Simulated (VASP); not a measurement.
Here is a VASP 6.6.1 calculation.

POSCAR

```
HfOs
1.0
    3.2390000000      0.0000000000      0.0000000000
    0.0000000000      3.2390000000      0.0000000000
    0.0000000000      0.0000000000      3.2390000000
Hf Os
1 1
Direct
    0.0000000000      0.0000000000      0.0000000000
    0.5000000000      0.5000000000      0.5000000000
```

Contents of INCAR.step1:

```
  PREC = Accurate
  ENCUT = 600
  ISMEAR = 0
  SIGMA = 0.15
  LREAL = F
  LASPH = T
  NELM = 100
  GGA = PE
  ALGO = Normal
  EDIFF = 1E-4
  LWAVE = T
  LCHARG = F
```

INCAR.step2

```
  PREC = Accurate
  ENCUT = 600
  EDIFF = 1E-6
  ISMEAR = 0
  SIGMA = 0.15
  LREAL = F
  LASPH = T
  NELM = 100
  ALGO = Normal
  ISIF = 3
  LWAVE = F
  LCHARG = F
  METAGGA = R2SCAN
  LMIXTAU = T
  LUSE_VDW = T
  IVDW_NL = 2
  BPARAM = 11.95
  CPARAM = 0.0093
  IBRION = 2
  NSW = 60
  EDIFFG = -0.01
  ISTART = 1
```

The input KPOINTS:

```
regular mesh
0
Gamma
  8 8 8
```

Potentials or basis: VASP PAW PBE potentials, release 64 (Hf_pv, Os).

Run with:

```sh
$ cat potpaw_PBE.64/Hf_pv/POTCAR potpaw_PBE.64/Os/POTCAR > POTCAR
$ cp INCAR.step1 INCAR
$ mpirun -np 1 vasp_std > vasp.out
$ cp INCAR.step2 INCAR
$ mpirun -np 1 vasp_std > vasp.out
```

(1) Predict the relaxed volume.

(2) What does it give for the relaxed cell?

Answers

(1) 16.90 Å³/atom.

(2) a = 3.233 Å, b = 3.233 Å, c = 3.233 Å, α = 90.00°, β = 90.00°, γ = 90.00°.

Caveat: the PAW data sets were made with another functional, which shifts forces and pressure a little.
